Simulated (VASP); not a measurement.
Input of a VASP 6.6.1 run:

Contents of INCAR:

```
PREC = Accurate
ENCUT = 520
EDIFF = 1E-7
ISMEAR = -1
SIGMA = 0.05
LREAL = False
LASPH = True
NELM = 60
ALGO = Fast
ISIF = 2
LWAVE = False
LCHARG = True
GGA = PE
LELF = True
LVHAR = True
NBANDS = 18
```

The input KPOINTS:

```
Automatic mesh
0
Gamma
  11 11 7
```

POSCAR

```
ZnCu
1.0
    1.4880390000     -2.1212790000      0.0000000000
    1.4880390000      2.1212790000      0.0000000000
    0.0000000000      0.0000000000      4.1407460000
Zn Cu
1 1
Direct
    0.5000000000      0.5000000000      0.5000000000
    0.0000000000      0.0000000000      0.0000000000
```

Potentials or basis: VASP PAW PBE potentials, release 64 (Zn, Cu).

The run is started by

```sh
$ cat potpaw_PBE.64/Zn/POTCAR potpaw_PBE.64/Cu/POTCAR > POTCAR
$ mpirun -np 1 vasp_std > vasp.out
```

Task: Predict the pressure.

Result: 0.6 GPa.

Task: Estimate the band gap on the k mesh.

Result: Zero (an odd number of electrons rules out a gap without spin polarisation).

Stress tensor (GPa, compression positive):
```
1.27 0.00 0.00
0.00 0.28 0.00
0.00 0.00 0.28
```
